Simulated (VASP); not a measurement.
# ZnS (rocksalt type) (Fm-3m) in VASP: further runs

The runs below take ZnS (rocksalt type) through single point, with PBE.

Everything below comes from runs of VASP 6.6.1. Logs are shortened: lines on timing, memory, paths and dates and some standing lists are left out, and cuts for length are marked.

## 1. The cell of the first run

It takes space group Fm-3m (No. 225, cubic). The conventional cell has a = 4.853 Å, b = 4.853 Å, c = 4.853 Å, α = 90.00°, β = 90.00°, γ = 90.00°. Zn (site symmetry m-3m) has 6 S at 2.43 Å within 3.2 Å. Within 3.2 Å of S (site symmetry m-3m) lie 6 Zn at 2.43 Å.

## 2. Single point, PBE (volume scaled by 0.86, to set the pressure)

Contents of INCAR:

```
  PREC = Accurate
  ENCUT = 520
  EDIFF = 1E-6
  ISMEAR = -1
  SIGMA = 0.1
  LREAL = F
  LASPH = T
  NELM = 80
  ALGO = Normal
  ISIF = 2
  LWAVE = F
  LCHARG = F
  GGA = PE
  NBANDS = 16
```

Contents of KPOINTS:

```
regular mesh
0
Gamma
  15 15 15
```

Contents of POSCAR:

```
ZnS
1.0
    0.0000000000      2.4267039632      2.4267039632
    2.4267039632      0.0000000000      2.4267039632
    2.4267039632      2.4267039632      0.0000000000
Zn S
1 1
Direct
    0.0000000000      0.0000000000      0.0000000000
    0.5000000000      0.5000000000      0.5000000000
```

Potentials or basis: VASP PAW PBE potentials, release 64 (Zn, S).

Run with:

```bash
$ cat potpaw_PBE.64/Zn/POTCAR potpaw_PBE.64/S/POTCAR > POTCAR
$ mpirun -np 1 vasp_std > vasp.out
```

OUTCAR:

```text
PREC = Accurate
   ENCUT = 520
   EDIFF = 1E-6
   ISMEAR = -1
   LREAL = F
   LASPH = T
   NELM = 80
   ISIF = 2
   GGA = PE

 ion  position               nearest neighbor table
   1  0.000  0.000  0.000-   2 2.43   2 2.43   2 2.43   2 2.43   2 2.43   2 2.43
   2  0.500  0.500  0.500-   1 2.43   1 2.43   1 2.43   1 2.43   1 2.43   1 2.43

  LATTYP: Found a face centered cubic cell.
 ALAT       =     4.8534079264

  Lattice vectors:

 A1 = (   0.0000000000,   2.4267039632,   2.4267039632)
 A2 = (   2.4267039632,   0.0000000000,   2.4267039632)
 A3 = (   2.4267039632,   2.4267039632,   0.0000000000)

Analysis of symmetry for initial positions (statically):
=====================================================================
 Subroutine PRICEL returns:
 Original cell was already a primitive cell.

 Routine SETGRP: Setting up the symmetry group for a
 face centered cubic supercell.

 Subroutine GETGRP returns: Found 48 space group operations
 (whereof 48 operations were pure point group operations)
 out of a pool of 48 trial point group operations.

The static configuration has the point symmetry O_h .

Analysis of symmetry for dynamics (positions and initial velocities):
=====================================================================
 Subroutine PRICEL returns:
 Original cell was already a primitive cell.

 Routine SETGRP: Setting up the symmetry group for a
 face centered cubic supercell.

 Subroutine GETGRP returns: Found 48 space group operations
 (whereof 48 operations were pure point group operations)
 out of a pool of 48 trial point group operations.

The dynamic configuration has the point symmetry O_h .

 Subroutine INISYM returns: Found 48 space group operations
 (whereof 48 operations are pure point group operations),
 and found     1 'primitive' translations

----------------------------------------------------------------------------------------

                                     Primitive cell

  volume of cell :      28.5812

  direct lattice vectors                    reciprocal lattice vectors
     0.000000000  2.426703963  2.426703963    -0.206040789  0.206040789  0.206040789
     2.426703963  0.000000000  2.426703963     0.206040789 -0.206040789  0.206040789
     2.426703963  2.426703963  0.000000000     0.206040789  0.206040789 -0.206040789

  length of vectors
     3.431877657  3.431877657  3.431877657     0.356873116  0.356873116  0.356873116

  position of ions in fractional coordinates (direct lattice)
     0.000000000  0.000000000  0.000000000
     0.500000000  0.500000000  0.500000000

  ion indices of the primitive-cell ions
   primitive index   ion index
                 1           1
                 2           2

----------------------------------------------------------------------------------------

 KPOINTS: regular mesh

Automatic generation of k-mesh.
 Grid dimensions read from file:
 generate k-points for:   15   15   15

 Generating k-lattice:

  Cartesian coordinates                     Fractional coordinates (reciprocal lattice)
    -0.013736053  0.013736053  0.013736053     0.066666667  0.000000000  0.000000000
     0.013736053 -0.013736053  0.013736053     0.000000000  0.066666667  0.000000000
     0.013736053  0.013736053 -0.013736053     0.000000000  0.000000000  0.066666667

  Length of vectors
     0.023791541  0.023791541  0.023791541

  Shift w.r.t. Gamma in fractional coordinates (k-lattice)
     0.000000000  0.000000000  0.000000000

 Subroutine IBZKPT returns following result:
 ===========================================

 Found    120 irreducible k-points:

 Following reciprocal coordinates:
            Coordinates               Weight
  0.000000  0.000000  0.000000      1.000000
  0.066667  0.000000  0.000000      8.000000
  0.133333  0.000000  0.000000      8.000000
  0.200000  0.000000  0.000000      8.000000
  0.266667  0.000000  0.000000      8.000000
  0.333333  0.000000  0.000000      8.000000
[... 16 lines left out ...]
  0.133333  0.133333  0.000000      6.000000
  0.200000  0.133333  0.000000     24.000000
 [... further k-points ...]
   k-points           NKPTS =    120   k-points in BZ     NKDIM =    120   number of bands    NBANDS=     16
   number of dos      NEDOS =    301   number of ions     NIONS =      2
   total plane-waves  NPLWV =  21952
   dimension x,y,z NGX =    28 NGY =   28 NGZ =   28
   dimension x,y,z NGXF=    56 NGYF=   56 NGZF=   56
   ions per type =               1   1
   NGX,Y,Z   is equivalent  to a cutoff of  13.56, 13.56, 13.56 a.u.
   NGXF,Y,Z  is equivalent  to a cutoff of  27.13, 27.13, 27.13 a.u.
 SYSTEM =  unknown system
   PREC   = accura    normal or accurate (medium, high low for compatibility)
   ISTART =      0    job   : 0-new  1-cont  2-samecut
   ICHARG =      2    charge: 1-file 2-atom 10-const
   ISPIN  =      1    spin polarized calculation?
   LNONCOLLINEAR =      F non collinear calculations
   LSORBIT =      F    spin-orbit coupling
   LASPH  =      T    aspherical Exc in radial PAW
   ENCUT  =  520.0 eV  38.22 Ry    6.18 a.u.   6.38  6.38  6.38*2*pi/ulx,y,z
   NELM   =     80;   NELMIN=  2; NELMDL= -5     # of ELM steps
   EDIFF  = 0.1E-05   stopping-criterion for ELM
   LREAL  =      F    real-space projection
   EDIFFG = 0.1E-04   stopping-criterion for IOM
   NSW    =      0    number of steps for IOM
   IBRION =     -1    ionic relax: 0-MD 1-quasi-New 2-CG
   NFREE  =      0    steps in history (QN), initial steepest desc. (CG)
   ISIF   =      2    stress and relaxation
   ISYM   =      2    0-nonsym 1-usesym 2-fastsym
   POTIM  = 0.5000    time-step for ionic-motion
   TEBEG  =    0.0;   TEEND  =   0.0 temperature during run
   PSTRESS=    0.0 pullay stress
   NELECT =      18.0000    total number of electrons
   NUPDOWN=      -1.0000    fix difference up-down
   EMIN   =  10.00;   EMAX   =-10.00  energy-range for DOS
   EFERMI =   0.00;   METHOD = LEGACY
   ISMEAR =    -1;   SIGMA  =   0.10  broadening in eV -4-tet -1-fermi 0-gaus
   EFERMI_NEDOS =   21; number of points for ismear=-14 and -15
   IALGO  =     38    algorithm
   IMIX   =      4    mixing-type and parameters
     AMIX     =   0.40;   BMIX     =  1.00
     AMIX_MAG =   1.60;   BMIX_MAG =  1.00
  volume/ion in A,a.u.               =      14.29        96.44
  Fermi-wavevector in a.u.,A,eV,Ry     =   1.403262  2.651781 26.791847  1.969145
  Thomas-Fermi vector in A             =   2.525942
   LORBIT       =      0    0 simple, 1 ext, 2 COOP (PROOUT), +10 PAW based schemes
   GGA     = PE    functional components
   LHFCALC =     F    Hartree Fock is set to
   AEXX    =    0.0000 exact exchange contribution
   IVDW    =     0    specifies the selected vdW correction
   LEPSILON=     F    determine dielectric tensor
   LRPA    =     F    only Hartree local field effects (RPA)
 non-spin polarized calculation
  energy-cutoff  :      520.00
  volume of cell :       28.58
 maximum number of plane-waves:       785
 NGX is ok and might be reduce to    28
   NGX = 13   NGY = 13   NGZ = 13

 number of electron      18.0000002 magnetization

 Free energy of the ion-electron system (eV)
  ---------------------------------------------------
  ext. energy  EPLUGINS =         0.00000000
  ---------------------------------------------------
  free energy    TOTEN  =        -5.98080401 eV

  energy without entropy =       -5.97258016  energy(sigma->0) =       -5.97669209

 E-fermi :   5.6630     XC(G=0): -11.5468

 val. band max:        5.5302030661   @ k =  -0.2000   0.2000   0.0000
 cond. band min:       5.7006594925   @ k =   0.4000   0.4000   0.0000
 fundamental gap:      0.1704564263
 Fermi energy:         5.6630355468

 k-point     1 :       0.0000    0.0000    0.0000
  band No.  band energies     occupation
      1      -9.5742      2.00000
      2      -1.1789      2.00000
      3      -1.1789      2.00000
      4      -1.1606      2.00000
      5      -1.1606      2.00000
      6      -1.1606      2.00000
[... 8 lines left out ...]
     15      17.9197      0.00000
     16      18.0271      0.00000

 k-point     2 :       0.0667    0.0000    0.0000
  band No.  band energies     occupation
      1      -9.5103      2.00000
      2      -1.1996      2.00000
      3      -1.1996      2.00000
      4      -1.1718      2.00000
      5      -1.1522      2.00000
      6      -1.1522      2.00000
[... 8 lines left out ...]
     15      16.6098      0.00000
     16      17.9187      0.00000

 k-point     3 :       0.1333    0.0000    0.0000
  band No.  band energies     occupation
      1      -9.3217      2.00000
      2      -1.2617      2.00000
      3      -1.2617      2.00000
      4      -1.2102      2.00000
      5      -1.1237      2.00000
      6      -1.1237      2.00000
[... 8 lines left out ...]
     15      15.8621      0.00000
     16      17.6175      0.00000

 k-point     4 :       0.2000    0.0000    0.0000
  band No.  band energies     occupation
      1      -9.0178      2.00000
      2      -1.3512      2.00000
      3      -1.3512      2.00000
      4      -1.2950      2.00000
      5      -1.0805      2.00000
      6      -1.0805      2.00000
[... 8 lines left out ...]
     15      16.1411      0.00000
     16      17.3498      0.00000
[... 324 lines left out ...]
 k-point    22 :      -0.0667    0.0667    0.0000
  band No.  band energies     occupation
      1      -9.4051      2.00000
      2      -1.2509      2.00000
      3      -1.2218      2.00000
      4      -1.1862      2.00000
      5      -1.1439      2.00000
      6      -1.1306      2.00000
[... 8 lines left out ...]
     15      16.6769      0.00000
     16      18.3333      0.00000

 k-point    23 :       0.1333    0.1333    0.0000
  band No.  band energies     occupation
      1      -9.2418      2.00000
      2      -1.3795      2.00000
      3      -1.1976      2.00000
      4      -1.1582      2.00000
      5      -1.1376      2.00000
      6      -1.1376      2.00000
[... 8 lines left out ...]
     15      18.2282      0.00000
     16      19.2606      0.00000

 k-point    24 :       0.2000    0.1333    0.0000
  band No.  band energies     occupation
      1      -9.0232      2.00000
      2      -1.4824      2.00000
      3      -1.2278      2.00000
      4      -1.1994      2.00000
      5      -1.1160      2.00000
      6      -1.0878      2.00000
[... 8 lines left out ...]
     15      17.9517      0.00000
     16      19.3661      0.00000

 [... further k-points ...]
[... 5 lines left out ...]
  --------------------------------------------------------------------------------------
  -------------------------------------------------------------------------------------
  Total        3.3090571      3.3090571      3.3090571      0.0000000      0.0000000     -0.0000000
  in kB      185.4959589    185.4959589    185.4959589      0.0000000      0.0000000     -0.0000000
  external PRESSURE =     185.4959589 kB  Pullay stress =       0.0000000 kB

 VOLUME and BASIS-vectors are now :
 -----------------------------------------------------------------------------
  energy-cutoff  :      520.00
  volume of cell :       28.58
      direct lattice vectors                 reciprocal lattice vectors
     0.000000000  2.426703963  2.426703963    -0.206040789  0.206040789  0.206040789
     2.426703963  0.000000000  2.426703963     0.206040789 -0.206040789  0.206040789
     2.426703963  2.426703963  0.000000000     0.206040789  0.206040789 -0.206040789

 POSITION                                       TOTAL-FORCE (eV/Angst)
 -----------------------------------------------------------------------------------
      0.00000      0.00000      0.00000         0.000000     -0.000000     -0.000000
      2.42670      2.42670      2.42670        -0.000000      0.000000      0.000000
 -----------------------------------------------------------------------------------
    total drift:                               -0.000000      0.000000      0.000000

  FREE ENERGIE OF THE ION-ELECTRON SYSTEM (eV)
  ---------------------------------------------------
  free  energy   TOTEN  =        -5.9808040142 eV

  energy  without entropy=       -5.9725801626  energy(sigma->0) =       -5.97669209
```

It took 24 s on 1 thread of Intel Xeon 6975P-C (Granite Rapids), shared host; peak memory 0.19 GiB.

What came out:

* Free energy: -5.9808 eV
* Pressure: 18.5 GPa
* Band gap on the k mesh: zero (band 9 reaches 5.53 eV, above the bottom of band 10 at 5.25 eV)

Caveat: the cell differs from its parent crystal (volume scaled by 0.86, to set the pressure).

## 3. Single point, PBE

Contents of INCAR:

```
SYSTEM = ZnS
PREC     = Accurate       ! precision mode
ENCUT    = 520            ! plane-wave cutoff, eV
EDIFF    = 1E-6           ! SCF threshold, eV
ISMEAR   = -1             ! smearing method
SIGMA    = 0.1            ! smearing width, eV
LREAL    = .False.        ! projectors in reciprocal space
LASPH    = .True.         ! aspherical terms in the spheres
NELM     = 100            ! most SCF steps
ALGO     = Normal         ! electronic algorithm
ISIF     = 2              ! what is computed and relaxed
LWAVE    = .False.        ! write WAVECAR
LCHARG   = .False.        ! write CHGCAR
GGA      = PE             ! functional
NBANDS   = 16             ! bands
```

Contents of KPOINTS:

```
Automatic mesh
0
Gamma
  15 15 15
  0 0 0
```

Contents of POSCAR:

```
ZnS
1.0
    0.0000000000      2.4278464178      2.4278464178
    2.4278464178      0.0000000000      2.4278464178
    2.4278464178      2.4278464178      0.0000000000
Zn S
1 1
Direct
    0.0000000000      0.0000000000      0.0000000000
    0.5000000000      0.5000000000      0.5000000000
```

Potentials or basis: VASP PAW PBE potentials, release 64 (Zn, S).

Run with:

```bash
$ cat potpaw_PBE.64/Zn/POTCAR potpaw_PBE.64/S/POTCAR > POTCAR
$ mpirun -np 1 vasp_std > vasp.out
```

Run time: 24 s. Hardware: 1 thread of Intel Xeon 6975P-C (Granite Rapids), shared host; peak memory 0.19 GiB.

Results (log left out):

| Item | Value |
| --- | --- |
| Free energy | -5.9855 eV |
| Pressure | 18.3 GPa |
| Band gap on the k mesh | zero (band 9 reaches 5.51 eV, above the bottom of band 10 at 5.23 eV) |

Levels at points of the mesh, in eV from the Fermi level:
| k point | band 5 | band 6 | band 7 | band 8 | band 9 | band 10 | band 11 | band 12 | band 13 | band 14 |
| --- | --- | --- | --- | --- | --- | --- | --- | --- | --- | --- |
| (0.00, 0.00, 0.00) | -6.82 | -6.82 | -0.95 | -0.95 | -0.95 | 2.80 | 8.82 | 8.82 | 8.82 | 12.25 |
